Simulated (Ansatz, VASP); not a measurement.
# HfN: VASP beside Ansatz

```xyz
2
Lattice="2.7489 0.0000 0.0000 -1.3744 2.3806 0.0000 0.0000 0.0000 2.6678" Properties=species:S:1:pos:R:3 pbc="T T T"
Hf    0.0000    0.0000    0.0000
N     0.0000    1.5871    1.3339
```

Change from the starting cell: volume scaled by 0.72, PAW files.

Alike in both runs: task single point; functional PBE; k mesh 16 × 16 × 14; occupations fermi-dirac, width 0.1 eV; no spin polarisation.

```csv
,VASP,Ansatz
version,VASP 6.6.1,Ansatz 0.2.0
potentials or method,"VASP PAW PBE potentials, release 64 (Hf_pv, N)","PAW with Ansatz's default frozen-core files, scalar-relativistic"
plane-wave cutoff (eV),520,420
valence electrons in the cell,15,31
```

|  | VASP | Ansatz | Ansatz less VASP |
| --- | --- | --- | --- |
| pressure (GPa) | 146.5 | 148.8 | +2.28 |
| traceless stress, the component that is largest in VASP (GPa) | -0.35 | 0.15 | +0.500 |

Both programs put the cell under a high pressure, so it lies far from rest at this level. VASP's potentials hold 15 valence electrons a cell and Ansatz's 31, so a difference there can come from the potentials and not from the codes.

Neither program's run includes spin-orbit coupling. Noted on VASP's run: the cell as given lies far from equilibrium.
